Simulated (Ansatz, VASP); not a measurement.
**MgO: VASP beside Ansatz**

INCAR

```
SYSTEM = MgO
ALGO = Normal
DIPOL = 0.5 0.5 0.423
EDIFF = 1E-6
ENCUT = 520
GGA = PE
IDIPOL = 3
ISIF = 2
ISMEAR = 0
IVDW = 12
LASPH = .TRUE.
LCHARG = .FALSE.
LDIPOL = .TRUE.
LREAL = Auto
LWAVE = .FALSE.
NBANDS = 66
NELM = 100
PREC = Accurate
SIGMA = 0.05
```

Contents of KPOINTS:

```
k-points
0
G
  3 3 1
  0 0 0
```

Contents of POSCAR:

```
MgO
1.0
    5.9506164682      0.0000000000      0.0000000000
   -2.9753082341      5.1533850297      0.0000000000
    0.0000000000      0.0000000000     26.0594225009
O Mg
12 12
Direct
    0.1666666667      0.3333333333      0.3069906864
    0.1666666667      0.8333333333      0.3069906864
    0.6666666667      0.3333333333      0.3069906864
    0.6666666667      0.8333333333      0.3069906864
    0.5000000000      0.5000000000      0.4002133586
    0.5000000000      0.0000000000      0.4002133586
    0.0000000000      0.5000000000      0.4002133586
    0.0000000000      0.0000000000      0.4002133586
    0.8328578348      0.6664171378      0.4896948680
    0.8368151676      0.1684189117      0.4964510528
    0.3319964505      0.6633294163      0.4968105263
    0.3320140485      0.1686780717      0.4968049372
    0.3333333333      0.1666666667      0.3536020225
    0.3333333333      0.6666666667      0.3536020225
    0.8333333333      0.1666666667      0.3536020225
    0.8333333333      0.6666666667      0.3536020225
    0.6655827391      0.3308167090      0.4439263880
    0.6655865009      0.8347666887      0.4439260759
    0.1665376109      0.3332676740      0.4441823919
    0.1689038784      0.8344529807      0.4439018057
   -0.0081751171      0.5076580267      0.5347342357
   -0.0081641063     -0.0158274012      0.5347344261
    0.5164089656      0.5082000027      0.5346880034
    0.4969537649     -0.0015562901      0.5506576122
```

Input for Ansatz:

```yaml
crystal:
  lattice:
    - [5.9506164682, 0.0, 0.0]
    - [-2.9753082341, 5.1533850297, 0.0]
    - [0.0, 0.0, 26.0594225009]
  atoms:
    - { symbol: O, position: [0.1666666667, 0.3333333333, 0.3069906864] }
    - { symbol: O, position: [0.1666666667, 0.8333333333, 0.3069906864] }
    - { symbol: O, position: [0.6666666667, 0.3333333333, 0.3069906864] }
    - { symbol: O, position: [0.6666666667, 0.8333333333, 0.3069906864] }
    - { symbol: Mg, position: [0.3333333333, 0.1666666667, 0.3536020225] }
    - { symbol: Mg, position: [0.3333333333, 0.6666666667, 0.3536020225] }
    - { symbol: Mg, position: [0.8333333333, 0.1666666667, 0.3536020225] }
    - { symbol: Mg, position: [0.8333333333, 0.6666666667, 0.3536020225] }
    - { symbol: O, position: [0.5, 0.5, 0.4002133586] }
    - { symbol: O, position: [0.5, 0.0, 0.4002133586] }
    - { symbol: O, position: [0.0, 0.5, 0.4002133586] }
    - { symbol: O, position: [0.0, 0.0, 0.4002133586] }
    - { symbol: Mg, position: [0.6655827391, 0.330816709, 0.443926388] }
    - { symbol: Mg, position: [0.6655865009, 0.8347666887, 0.4439260759] }
    - { symbol: Mg, position: [0.1665376109, 0.333267674, 0.4441823919] }
    - { symbol: Mg, position: [0.1689038784, 0.8344529807, 0.4439018057] }
    - { symbol: O, position: [0.8328578348, 0.6664171378, 0.489694868] }
    - { symbol: O, position: [0.8368151676, 0.1684189117, 0.4964510528] }
    - { symbol: O, position: [0.3319964505, 0.6633294163, 0.4968105263] }
    - { symbol: O, position: [0.3320140485, 0.1686780717, 0.4968049372] }
    - { symbol: Mg, position: [-0.0081751171, 0.5076580267, 0.5347342357] }
    - { symbol: Mg, position: [-0.0081641063, -0.0158274012, 0.5347344261] }
    - { symbol: Mg, position: [0.5164089656, 0.5082000027, 0.5346880034] }
    - { symbol: Mg, position: [0.4969537649, -0.0015562901, 0.5506576122] }
basis:
  ecutwfc: 420
kpoints:
  mp_grid: { grid: [3, 3, 1] }
hamiltonian:
  xc: pbe
  dispersion: d3bj
scf:
  occupations: { method: gaussian, width: 0.05 }
output:
  forces: true
  eigenvalues: true
  write_density: true
  volumetric_format: npy
efield:
  axis: 3
  dipole_correction: true
  ramp_width: 0.04
```

Alike in both runs: task single point; functional PBE; dispersion D3(BJ); k mesh 3 × 3 × 1; occupations gaussian, width 0.05 eV; no spin polarisation.

|  | VASP | Ansatz |
| --- | --- | --- |
| version | VASP 6.6.1 | Ansatz 0.2.0 |
| potentials or method | VASP PAW PBE potentials, release 64 (O, Mg), cutoff 520 eV | scalar-relativistic, plane waves, PAW |
| valence electrons in the cell | 96 | 192 |

Ansatz gave:

```
gap on the k mesh at the Fermi level (eV) : none
rms of the force components (eV/Å)        : 0.798
```

Task: What did VASP give for the same quantities?

Result: gap on the k mesh at the Fermi level (eV): none; rms of the force components (eV/Å): 0.792.

A gap of «none» marks a metal or a gap that the smearing closes. VASP's potentials hold 96 valence electrons a cell and Ansatz's 192, so a difference there can come from the potentials and not from the codes.

The k mesh is coarse, so the values compare programs but aren't converged.
